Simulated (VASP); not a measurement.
# Al3N2 (R-3m) in VASP: notebook, part 2 of 2

VASP 6.6.1. The steps go on from the part before.

**3. Relaxation of cell and atoms, PBE**

This run uses another cell than the first one, of 12.01 Å³/atom.

INCAR reads:

```
SYSTEM = Al3N2
  ALGO = Normal
  EDIFF = 1E-7
  EDIFFG = -0.04
  ENCUT = 600
  GGA = PE
  IBRION = 2
  ISIF = 3
  ISMEAR = 0
  LASPH = .True.
  LCHARG = .False.
  LREAL = .False.
  LWAVE = .False.
  NELM = 80
  NSW = 90
  PREC = Accurate
  SIGMA = 0.1
```

KPOINTS reads:

```
k-points
0
Gamma
  6 6 6
  0 0 0
```

POSCAR reads:

```
Al3N2
1.0
    1.5521672147      0.8961441592      7.1950823858
   -1.5521672147      0.8961441592      7.1950823858
    0.0000000000     -1.7922883185      7.1950823858
Al N
3 2
Direct
    0.0000000000      0.0000000000      0.0000000000
    0.2095000000      0.2095000000      0.2095000000
    0.7905000000      0.7905000000      0.7905000000
    0.4000000000      0.4000000000      0.4000000000
    0.6000000000      0.6000000000      0.6000000000
```

Potentials or basis: VASP PAW PBE potentials, release 64 (Al, N).

Launch:

```
> cat potpaw_PBE.64/Al/POTCAR potpaw_PBE.64/N/POTCAR > POTCAR
> mpirun -np 1 vasp_std > vasp.out
```

OUTCAR:

```text
SYSTEM = Al3N2
   EDIFF = 1E-7
   EDIFFG = -0.04
   ENCUT = 600
   GGA = PE
   IBRION = 2
   ISIF = 3
   ISMEAR = 0
   LASPH = .True.
   LREAL = .False.
   NELM = 80
   NSW = 90
   PREC = Accurate

 ion  position               nearest neighbor table
   1  0.000  0.000  0.000-   5 2.30   4 2.30   5 2.30   5 2.30   4 2.30   4 2.30   2 3.22   3 3.22
                             2 3.22   3 3.22   2 3.22   3 3.22
   2  0.209  0.209  0.209-   5 2.18   5 2.18   5 2.18   3 2.58   3 2.58   3 2.58   1 3.22   1 3.22
                             1 3.22
   3  0.791  0.791  0.791-   4 2.18   4 2.18   4 2.18   2 2.58   2 2.58   2 2.58   1 3.22   1 3.22
                             1 3.22
   4  0.400  0.400  0.400-   3 2.18   3 2.18   3 2.18   1 2.30   1 2.30   1 2.30
   5  0.600  0.600  0.600-   2 2.18   2 2.18   2 2.18   1 2.30   1 2.30   1 2.30

  LATTYP: Found a trigonal (rhomboedric) cell.
 ALAT       =     7.4149516489
 COS(alpha) =     0.9123624232

  Lattice vectors:

 A1 = (   1.5521672147,   0.8961441592,   7.1950823858)
 A2 = (  -1.5521672147,   0.8961441592,   7.1950823858)
 A3 = (   0.0000000000,  -1.7922883185,   7.1950823858)

Analysis of symmetry for initial positions (statically):
=====================================================================
 Subroutine PRICEL returns:
 Original cell was already a primitive cell.

 Routine SETGRP: Setting up the symmetry group for a
 trigonal (rhombohedral) supercell.

 Subroutine GETGRP returns: Found 12 space group operations
 (whereof 12 operations were pure point group operations)
 out of a pool of 12 trial point group operations.

The static configuration has the point symmetry D_3d.

Analysis of symmetry for dynamics (positions and initial velocities):
=====================================================================
 Subroutine PRICEL returns:
 Original cell was already a primitive cell.

 Routine SETGRP: Setting up the symmetry group for a
 trigonal (rhombohedral) supercell.

 Subroutine GETGRP returns: Found 12 space group operations
 (whereof 12 operations were pure point group operations)
 out of a pool of 12 trial point group operations.

The dynamic configuration has the point symmetry D_3d.

 Subroutine INISYM returns: Found 12 space group operations
[... 117 lines left out ...]
   EFERMI =   0.00;   METHOD = LEGACY
   ISMEAR =     0;   SIGMA  =   0.10  broadening in eV -4-tet -1-fermi 0-gaus
   EFERMI_NEDOS =   21; number of points for ismear=-14 and -15
   IALGO  =     38    algorithm
   IMIX   =      4    mixing-type and parameters
     AMIX     =   0.40;   BMIX     =  1.00
     AMIX_MAG =   1.60;   BMIX_MAG =  1.00
  volume/ion in A,a.u.               =      12.01        81.05
  Fermi-wavevector in a.u.,A,eV,Ry     =   1.115556  2.108096 16.931991  1.244466
  Thomas-Fermi vector in A             =   2.252162
   LORBIT       =      0    0 simple, 1 ext, 2 COOP (PROOUT), +10 PAW based schemes
   GGA     = PE    functional components
   LHFCALC =     F    Hartree Fock is set to
   AEXX    =    0.0000 exact exchange contribution
   IVDW    =     0    specifies the selected vdW correction
   LEPSILON=     F    determine dielectric tensor
   LRPA    =     F    only Hartree local field effects (RPA)
 conjugate gradient relaxation of ions
 non-spin polarized calculation
 Gauss-broadening in eV      SIGMA  =   0.10
  energy-cutoff  :      600.00
  volume of cell :       60.05
 maximum number of plane-waves:      2015
   NGX = 29   NGY = 29   NGZ = 29

--------------------------------------- Ionic step        1  -------------------------------------------

 number of electron      18.9999999 magnetization

 Free energy of the ion-electron system (eV)
  ---------------------------------------------------
  ext. energy  EPLUGINS =         0.00000000
  ---------------------------------------------------
  free energy    TOTEN  =       -30.15826996 eV

  energy without entropy =      -30.15534645  energy(sigma->0) =      -30.15680821

 E-fermi :   7.8644     XC(G=0): -10.8172

 val. band max:        7.8073778979   @ k =  -0.1667   0.1667   0.1667
 cond. band min:       7.9104151844   @ k =   0.3333   0.0000   0.0000
 fundamental gap:      0.1030372865
 Fermi energy:         7.8643723958

 k-point     1 :       0.0000    0.0000    0.0000
  band No.  band energies     occupation
      1      -8.1253      2.00000
      2      -7.2138      2.00000
      3      -1.5922      2.00000
      4       3.1269      2.00000
      5       3.5146      2.00000
      6       6.4470      2.00000
      7       6.4470      2.00000
      8       6.6002      2.00000
      9       6.6002      2.00000
     10      10.5681      0.00000
     11      10.6183      0.00000
     12      14.0099      0.00000
     13      14.5363      0.00000
[... 640 lines left out ...]
--------------------------------------- Ionic step        8  -------------------------------------------

 number of electron      19.0000000 magnetization

 Free energy of the ion-electron system (eV)
  ---------------------------------------------------
  ext. energy  EPLUGINS =         0.00000000
  ---------------------------------------------------
  free energy    TOTEN  =       -32.05765437 eV

  energy without entropy =      -32.05461521  energy(sigma->0) =      -32.05613479

 E-fermi :  11.2050     XC(G=0): -11.5702

 val. band max:       11.1749127610   @ k =  -0.1667   0.1667   0.1667
 cond. band min:      11.2397119001   @ k =   0.3333   0.3333   0.0000
 fundamental gap:      0.0647991390
 Fermi energy:        11.2049948500

 k-point     1 :       0.0000    0.0000    0.0000
  band No.  band energies     occupation
      1      -8.2086      2.00000
      2      -6.5936      2.00000
      3      -0.0894      2.00000
      4       5.0093      2.00000
      5       5.2429      2.00000
      6       7.5740      2.00000
      7       7.5740      2.00000
      8       8.0803      2.00000
      9       8.0803      2.00000
     10      13.6576      0.00000
     11      14.4417      0.00000
     12      15.2353      0.00000
     13      19.9317      0.00000
[... 400 lines left out ...]
  FREE ENERGIE OF THE ION-ELECTRON SYSTEM (eV)
  ---------------------------------------------------
  free  energy   TOTEN  =       -32.0576543685 eV

  energy  without entropy=      -32.0546152083  energy(sigma->0) =      -32.05613479

 reached required accuracy - stopping structural energy minimisation
```

Run time: 19 min. Hardware: 1 thread of Intel Xeon 8259CL, shared host; peak memory 0.52 GiB.

Results:

```yaml
Free_energy: -32.0577 eV
Relaxed_volume: 10.01 Å³/atom
Relaxed_cell: a = 7.022 Å, b = 7.022 Å, c = 7.022 Å, α = 23.93°, β = 23.93°, γ = 23.93°
Space_group_after_relaxing_to_0.1_Å: R-3m (No. 166)
Energy_gained_by_relaxing: 379.9 meV/atom
Ionic_steps: 8
Pressure_after_relaxing: 0.0 GPa
Largest_force_after_relaxing: 0.037 eV/Å
Band_gap_on_the_k_mesh: zero (an odd number of electrons rules out a gap without spin polarisation)
```

Forces on the atoms (eV/Å):
```
Al   0.000  0.000  0.000
Al   0.000  0.000 -0.023
Al   0.000  0.000  0.023
N    0.000  0.000 -0.037
N    0.000  0.000  0.037
```

Step by step:
| step | energy change (eV) | largest force (eV/Å) | pressure (GPa) | volume (Å³) |
| --- | --- | --- | --- | --- |
| 1 | 0.0000 | 3.7946 | -21.33 | 60.05 |
| 2 | -1.3233 | 3.0083 | 15.49 | 47.19 |
| 3 | -1.4742 | 2.5721 | 2.59 | 49.88 |
| 4 | -1.8786 | 0.2306 | 4.53 | 48.89 |
| 5 | -1.8801 | 0.1358 | 4.81 | 48.83 |
| 6 | -1.8912 | 0.0665 | -3.04 | 50.85 |
| 7 | -1.8989 | 0.0902 | -0.11 | 50.05 |
| 8 | -1.8994 | 0.0371 | -0.01 | 50.04 |

Final structure:
```
Al N
1.0
     1.45565    0.84042    6.81785
    -1.45565    0.84042    6.81785
     0.00000   -1.68083    6.81785
Al N
3 2
Direct
  0.00000 0.00000 0.00000
  0.21794 0.21794 0.21794
  0.78206 0.78206 0.78206
  0.39057 0.39057 0.39057
  0.60943 0.60943 0.60943
```

Levels at points of the mesh, in eV from the Fermi level:
| k point | band 5 | band 6 | band 7 | band 8 | band 9 | band 10 | band 11 | band 12 | band 13 |
| --- | --- | --- | --- | --- | --- | --- | --- | --- | --- |
| (0.00, 0.00, 0.00) | -5.96 | -3.63 | -3.63 | -3.12 | -3.12 | 2.45 | 3.24 | 4.03 | 8.73 |
| (0.50, 0.00, 0.00) | -6.97 | -5.72 | -5.17 | -4.32 | -3.74 | -2.15 | 2.51 | 2.88 | 4.60 |
| (0.50, 0.50, 0.00) | -6.48 | -6.38 | -5.19 | -4.29 | -3.68 | -1.35 | 1.44 | 2.58 | 3.04 |
| (0.50, 0.50, 0.50) | -3.64 | -3.64 | -3.11 | -3.11 | -3.06 | 0.64 | 3.22 | 5.36 | 7.94 |

Caveat: the k points lie up to 0.42 Å⁻¹ apart in the final cell, too coarse for converged energies and pressures of a metal; the volume moved by over 15 % at a fixed basis, so the end points are rough.

**4. Single point, PBE**

INCAR reads:

```
PREC = Accurate
ENCUT = 520
EDIFF = 1E-6
ISMEAR = 0
SIGMA = 0.1
LREAL = F
LASPH = T
NELM = 60
ALGO = Normal
ISIF = 2
LWAVE = F
LCHARG = T
GGA = PE
LELF = T
LVHAR = T
NBANDS = 18
```

KPOINTS reads:

```
regular mesh
0
Gamma
  12 12 12
```

POSCAR reads:

```
Al3N2
1.0
    1.4562910910      0.8407900534      6.8254225454
   -1.4562910910      0.8407900534      6.8254225454
    0.0000000000     -1.6815801068      6.8254225454
Al N
3 2
Direct
    0.0000000000      0.0000000000      0.0000000000
    0.2179341007      0.2179341007      0.2179341007
    0.7820658993      0.7820658993      0.7820658993
    0.3905090155      0.3905090155      0.3905090155
    0.6094909845      0.6094909845      0.6094909845
```

Potentials or basis: VASP PAW PBE potentials, release 64 (Al, N).

Launch:

```
> cat potpaw_PBE.64/Al/POTCAR potpaw_PBE.64/N/POTCAR > POTCAR
> mpirun -np 1 vasp_std > vasp.out
```

OUTCAR:

```text
PREC = Accurate
   ENCUT = 520
   EDIFF = 1E-6
   ISMEAR = 0
   LREAL = F
   LASPH = T
   NELM = 60
   ISIF = 2
   GGA = PE

 ion  position               nearest neighbor table
   1  0.000  0.000  0.000-   5 2.05   4 2.05   5 2.05   5 2.05   4 2.05   4 2.05   2 2.90   3 2.90
                             2 2.90   3 2.90   2 2.90   3 2.90
   2  0.218  0.218  0.218-   5 2.06   5 2.06   5 2.06   3 2.69   3 2.69   3 2.69   1 2.90   1 2.90
                             1 2.90
[... 714 lines left out ...]
  -------------------------------------------------------------------------------------
  Total       -0.0582585     -0.0582585     -0.0816378      0.0000000      0.0000000      0.0000000
  in kB       -1.8614595     -1.8614595     -2.6084666      0.0000000      0.0000000      0.0000000
  external PRESSURE =      -2.1104619 kB  Pullay stress =       0.0000000 kB

 VOLUME and BASIS-vectors are now :
 -----------------------------------------------------------------------------
  energy-cutoff  :      520.00
  volume of cell :       50.14
      direct lattice vectors                 reciprocal lattice vectors
     1.456291091  0.840790053  6.825422545     0.343337952  0.198226259  0.048837025
    -1.456291091  0.840790053  6.825422545    -0.343337952  0.198226259  0.048837025
     0.000000000 -1.681580107  6.825422545     0.000000000 -0.396452517  0.048837025

 POSITION                                       TOTAL-FORCE (eV/Angst)
 -----------------------------------------------------------------------------------
      0.00000      0.00000      0.00000        -0.000000     -0.000000      0.000000
      0.00000      0.00000      4.46248         0.000000      0.000000      0.013012
      0.00000      0.00000     16.01379         0.000000     -0.000000     -0.013012
      0.00000      0.00000      7.99617         0.000000     -0.000000      0.007504
      0.00000      0.00000     12.48010         0.000000     -0.000000     -0.007504
 -----------------------------------------------------------------------------------
    total drift:                               -0.000000      0.000000     -0.000000

  FREE ENERGIE OF THE ION-ELECTRON SYSTEM (eV)
  ---------------------------------------------------
  free  energy   TOTEN  =       -32.0363909226 eV

  energy  without entropy=      -32.0351212602  energy(sigma->0) =      -32.03575609
```

Run time: 17 min. Hardware: 1 thread of Intel Xeon 8259CL, shared host; peak memory 0.46 GiB.

Results:

- Free energy: -32.0364 eV
- Pressure: -0.2 GPa
- Largest force: 0.013 eV/Å
- Band gap on the k mesh: zero (an odd number of electrons rules out a gap without spin polarisation)

Forces on the atoms (eV/Å):
```
Al   0.000  0.000  0.000
Al   0.000  0.000  0.013
Al   0.000  0.000 -0.013
N    0.000  0.000  0.008
N    0.000  0.000 -0.008
```

**5. Relaxation of cell and atoms, PBE**

INCAR reads:

```
SYSTEM = Al3N2
ALGO     = Normal         ! electronic algorithm
EDIFF    = 1E-7           ! SCF threshold, eV
EDIFFG   = -0.01          ! ionic threshold
ENCUT    = 600            ! plane-wave cutoff, eV
GGA      = PE             ! functional
IBRION   = 2              ! ionic algorithm
ISIF     = 3              ! what is computed and relaxed
ISMEAR   = 0              ! smearing method
LASPH    = .TRUE.         ! aspherical terms in the spheres
LCHARG   = .FALSE.        ! write CHGCAR
LREAL    = .FALSE.        ! projectors in reciprocal space
LWAVE    = .FALSE.        ! write WAVECAR
NELM     = 100            ! most SCF steps
NSW      = 100            ! ionic steps
PREC     = Accurate       ! precision mode
SIGMA    = 0.1            ! smearing width, eV
```

KPOINTS reads:

```
k-points
0
G
  12 12 12
  0 0 0
```

POSCAR reads:

```
Al3N2
1.0
    1.4562802199      0.8407837770      6.8231505360
   -1.4562802199      0.8407837770      6.8231505360
    0.0000000000     -1.6815675539      6.8231505360
Al N
3 2
Direct
    0.0000000000      0.0000000000      0.0000000000
    0.2179225868      0.2179225868      0.2179225868
    0.7820774132      0.7820774132      0.7820774132
    0.3904631386      0.3904631386      0.3904631386
    0.6095368614      0.6095368614      0.6095368614
```

Launch:

```
> cat potpaw_PBE.64/Al/POTCAR potpaw_PBE.64/N/POTCAR > POTCAR
> mpirun -np 1 vasp_std > vasp.out
```

Wall time 25 min (1 thread of Intel Xeon 8259CL, shared host); peak memory 0.52 GiB.

The run converged. Its results:

| Property | Result |
| --- | --- |
| Free energy | -32.0400 eV |
| Relaxed volume | 10.01 Å³/atom |
| Relaxed cell | a = 7.025 Å, b = 7.025 Å, c = 7.025 Å, α = 23.92°, β = 23.92°, γ = 23.92° |
| Space group after relaxing (to 0.1 Å) | R-3m (No. 166) |
| Energy gained by relaxing | 0.0 meV/atom |
| Ionic steps | 3 |
| Pressure after relaxing | 0.0 GPa |
| Largest force after relaxing | 0.007 eV/Å |
| Band gap on the k mesh | zero (an odd number of electrons rules out a gap without spin polarisation) |

Forces on the atoms (eV/Å):
```
Al   0.000  0.000  0.000
Al   0.000  0.000 -0.007
Al   0.000  0.000  0.007
N    0.000  0.000  0.006
N    0.000  0.000 -0.006
```

Stress tensor (GPa, compression positive):
```
-0.02  0.00  0.00
 0.00 -0.02  0.00
 0.00  0.00  0.06
```

Final structure:
```
CELL_PARAMETERS angstrom
1.45560 0.84039 6.82094
-1.45560 0.84039 6.82094
0.00000 -1.68078 6.82094
ATOMIC_POSITIONS crystal
Al 0.00000 0.00000 0.00000
Al 0.21796 0.21796 0.21796
Al 0.78204 0.78204 0.78204
N 0.39051 0.39051 0.39051
N 0.60950 0.60950 0.60950
```

Levels at points of the mesh, in eV from the Fermi level:
| k point | band 5 | band 6 | band 7 | band 8 | band 9 | band 10 | band 11 | band 12 | band 13 |
| --- | --- | --- | --- | --- | --- | --- | --- | --- | --- |
| (0.00, 0.00, 0.00) | -5.99 | -3.65 | -3.65 | -3.15 | -3.15 | 2.42 | 3.21 | 4.00 | 8.36 |
| (0.50, 0.00, 0.00) | -6.99 | -5.74 | -5.19 | -4.34 | -3.77 | -2.19 | 2.49 | 2.84 | 4.57 |
| (0.50, 0.50, 0.00) | -6.51 | -6.40 | -5.21 | -4.31 | -3.71 | -1.38 | 1.41 | 2.55 | 3.01 |
| (0.50, 0.50, 0.50) | -3.67 | -3.67 | -3.13 | -3.13 | -3.09 | 0.60 | 3.20 | 5.32 | 7.92 |

**6. Overview**

| task | cell | k mesh | cutoff (eV) | gap on the mesh (eV) | pressure (GPa) | relaxed volume (Å³/atom) | largest force (eV/Å) |
| --- | --- | --- | --- | --- | --- | --- | --- |
| single point | a = 7.027 Å, angles 23.9°, 5 atoms, atomic positions A | 6 × 6 × 6 | 520 | none | -0.2 | - | 0.02 |
| relaxation of cell and atoms | relaxed from a = 7.415 Å, angles 24.2°, 5 atoms, atomic positions B | 6 × 6 × 6 | 600 | none | 0.0 | 10.01 | 0.04 |
| single point | a = 7.030 Å, angles 23.9°, 5 atoms, atomic positions C | 12 × 12 × 12 | 520 | none | -0.2 | - | 0.01 |
| relaxation of cell and atoms | relaxed from a = 7.027 Å, angles 23.9°, 5 atoms, atomic positions A | 12 × 12 × 12 | 600 | none | 0.0 | 10.01 | 0.01 |

Alike in all rows: level PBE; potentials or basis VASP PAW PBE potentials, release 64 (Al, N); no spin polarisation; smearing gaussian 0.1 eV.

Caveats: some runs use coarse meshes; the volume moved by over 15 % at a fixed basis, so the end points are rough (at least some runs).

Absolute energies hang on the potentials; compare differences alone.

The gap in the log of VASP goes by the Fermi energy; the results here count the filled bands.